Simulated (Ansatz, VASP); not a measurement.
## AlB3P4 in VASP and in Ansatz

INCAR

```
PREC = Accurate ; ENCUT = 600
EDIFF = 1E-7 ; ISMEAR = 0
SIGMA = 0.1 ; LREAL = F
LASPH = T ; NELM = 80
ALGO = Normal ; ISIF = 3
LWAVE = F ; LCHARG = F
GGA = PE ; IBRION = 2
NSW = 90 ; EDIFFG = -0.04
```

KPOINTS

```
Automatic mesh
0
Gamma
  6 4 4
```

The input POSCAR:

```
AlB3P4
1.0
    3.4771288400      0.0000000000      0.0000000000
    0.0000000000      6.9542576700      0.0000000000
    0.0000000000      0.0000000000      4.9174027600
Al B P
1 3 4
Direct
    0.5000000000      0.0000000000      0.5000000000
    0.0000000000      0.7500000000      0.0000000000
    0.5000000000      0.5000000000      0.5000000000
    0.0000000000      0.2500000000      0.0000000000
    0.5000000000      0.7500000000      0.7500000000
    0.0000000000      0.5000000000      0.2500000000
    0.5000000000      0.2500000000      0.7500000000
    0.0000000000      0.0000000000      0.2500000000
```

Input for Ansatz:

```yaml
crystal:
  lattice:
    - [3.47712884, 0.0, 0.0]
    - [0.0, 6.95425767, 0.0]
    - [0.0, 0.0, 4.91740276]
  atoms:
    - { symbol: Al, position: [0.5, 0.0, 0.5] }
    - { symbol: B, position: [0.0, 0.75, 0.0] }
    - { symbol: B, position: [0.5, 0.5, 0.5] }
    - { symbol: B, position: [0.0, 0.25, 0.0] }
    - { symbol: P, position: [0.5, 0.75, 0.75] }
    - { symbol: P, position: [0.0, 0.5, 0.25] }
    - { symbol: P, position: [0.5, 0.25, 0.75] }
    - { symbol: P, position: [0.0, 0.0, 0.25] }
basis:
  ecutwfc: 420
kpoints:
  mp_grid: { grid: [6, 4, 4] }
hamiltonian:
  xc: pbe
scf:
  occupations: { method: gaussian, width: 0.1 }
  lower_state_search: "off"
output:
  forces: true
  stress: true
  eigenvalues: true
relax:
  adjacent_minimum: "off"
  f_tol: 0.04
  max_steps: 70
  cell: { stress_tol: 0.4 }
```

Alike in both runs: task relaxation of cell and atoms; functional PBE; k mesh 6 × 4 × 4; occupations gaussian, width 0.1 eV; no spin polarisation.

```csv
,VASP,Ansatz
version,VASP 6.6.1,Ansatz 0.2.0
potentials or method,"VASP PAW PBE potentials, release 64 (Al, B, P), cutoff 600 eV","scalar-relativistic, plane waves, PAW"
valence electrons in the cell,32,32
```

```tsv
	VASP	Ansatz	Ansatz less VASP
gap on the k mesh at the Fermi level, each at its own relaxed structure (eV)	0.42	0.43	+0.009
relaxed volume (Å³/atom)	13.78	13.80	+0.021
relaxed length of the cell vector where the two differ most in proportion (Å)	4.833	4.836	+0.0039
```
